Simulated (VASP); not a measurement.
Input of a VASP 6.6.1 run:

Contents of INCAR:

```
SYSTEM = SnO2
PREC = Accurate
ENCUT = 520
EDIFF = 1E-7
ISMEAR = 0
SIGMA = 0.01
LREAL = .FALSE.
LASPH = .TRUE.
NELM = 60
ALGO = Normal
ISIF = 2
LWAVE = .FALSE.
LCHARG = .TRUE.
GGA = PE
LELF = .TRUE.
LVHAR = .TRUE.
NBANDS = 35
```

The input KPOINTS:

```
Automatic mesh
0
G
  6 6 2
  0 0 0
```

Contents of POSCAR:

```
SnO2
1.0
    3.2305756200      0.0000000000      0.0000000000
   -1.6152878100      2.7977605558      0.0000000000
    0.0000000000      0.0000000000     10.7905620000
Sn O
2 4
Direct
    0.0000000000      0.0000000000      0.5000000000
    0.0000000000      0.0000000000      0.0000000000
    0.6666666667      0.3333333333      0.4058620000
    0.3333333333      0.6666666667      0.5941380000
    0.3333333333      0.6666666667      0.9058620000
    0.6666666667      0.3333333333      0.0941380000
```

Potentials or basis: VASP PAW PBE potentials, release 64 (Sn_d, O).

The run is started by

```bash
$ cat potpaw_PBE.64/Sn_d/POTCAR potpaw_PBE.64/O/POTCAR > POTCAR
$ mpirun -np 1 vasp_std > vasp.out
```

Estimate the pressure.

0.1 GPa.

Estimate the band gap on the k mesh.

2.11 eV, indirect (least direct gap 2.48 eV).

What does it give for the largest force?

0.046 eV/Å.

Forces in eV/Å, atoms in the order of the input:
```
Sn   0.000  0.000  0.000
Sn   0.000  0.000  0.000
O    0.000  0.000  0.046
O    0.000  0.000 -0.046
O    0.000  0.000  0.046
O    0.000  0.000 -0.046
```

Caveat: spin-orbit coupling is left out, which moves the levels of the heavy elements. A k mesh can miss the band edges.
